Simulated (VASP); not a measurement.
Wanted: the native input for a VASP 6.6.1 run.

| Item | Value |
| --- | --- |
| Task | single point |
| Functional | LDA |
| Potentials or basis | VASP PAW LDA potentials, release 64 (Ni) |
| Cutoff | 520 eV |
| k mesh | 16 × 16 × 16 |
| Occupations | fermi-dirac, width 0.1 eV |
| Spin | collinear spin, zero start |
| Starting moments | [0.0] μB |
| Fixed moment | 0 μB |
| Dipole correction | no |
| Further INCAR settings | ALGO = Normal; EDIFF = 1e-06; NBANDS = 15 |

The structure of Ni lies in POSCAR:

```
Ni
1.0
    0.0000000000      1.7619350000      1.7619350000
    1.7619350000      0.0000000000      1.7619350000
    1.7619350000      1.7619350000      0.0000000000
Ni
1
Direct
    0.0000000000      0.0000000000      0.0000000000
```

The input as run:

INCAR

```
ALGO = Normal
EDIFF = 1E-6
ENCUT = 520
GGA = CA
ISIF = 2
ISMEAR = -1
ISPIN = 2
LASPH = True
LCHARG = False
LMAXMIX = 4
LORBIT = 11
LREAL = False
LWAVE = False
MAGMOM = 0
NBANDS = 15
NELM = 150
NUPDOWN = 0.0
PREC = Accurate
SIGMA = 0.1
```

KPOINTS

```
k-points
0
Gamma
  16 16 16
```

Potentials or basis: VASP PAW LDA potentials, release 64 (Ni).

Run with:

```bash
$ cat potpaw_LDA.64/Ni/POTCAR > POTCAR
$ mpirun -np 1 vasp_std > vasp.out
```

It gave:

| Property | Result |
| --- | --- |
| Pressure | -18.1 GPa |
| Net moment | 0.00 μB per cell |
| Valence electrons inside the program's atomic spheres | Ni 9.31 |

Caveat: the total moment is fixed, so each spin has its own Fermi level.

Run time: 100 s on 1 thread of AMD EPYC 7R13 (shared host), peak memory 0.12 GiB.
